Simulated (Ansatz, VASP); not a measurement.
# Two plane-wave programs on Ga2O3

```
Ga O
1.0
     6.06710   -1.50796    0.00553
     6.06710    1.50796    0.00553
    -1.37183    0.00000    5.58521
Ga O
4 6
Cartesian
  0.0098 0.0000 4.4416
  10.7525 0.0000 1.1547
  7.5639 0.0000 1.7627
  3.1985 0.0000 3.8336
  1.8605 0.0000 0.6126
  8.9019 0.0000 4.9837
  1.3289 0.0000 3.1419
  9.4335 0.0000 2.4544
  5.6728 0.0000 1.4341
  5.0896 0.0000 4.1621
```

Alike in both runs: functional LDA; k mesh 6 × 6 × 5; no spin polarisation.

Ansatz relaxed the structure, and its values are those at the end. VASP's run is a single point on that final structure, the one shown.

|  | VASP | Ansatz |
| --- | --- | --- |
| version | VASP 6.6.1 | Ansatz 0.2.0 |
| potentials or method | VASP PAW LDA potentials, release 64 (Ga_d, O) | scalar-relativistic, plane waves, PAW |
| plane-wave cutoff (eV) | 520 | 420 |
| occupations | gaussian, width 0.01 eV | fixed |
| valence electrons in the cell | 88 | 88 |

|  | VASP | Ansatz | Ansatz less VASP |
| --- | --- | --- | --- |
| gap on the k mesh at the Fermi level (eV) | 2.53 | 2.52 | -0.011 |
| least direct gap on the mesh (eV) | 2.53 | 2.52 | -0.011 |
| pressure (GPa) | 1.9 | 0.0 | -1.87 |
| rms of the force components (eV/Å) | 0.028 | 0.000 | -0.0281 |

LDA's correlation is that of Perdew and Zunger in VASP and of Perdew and Wang (1992) in Ansatz.
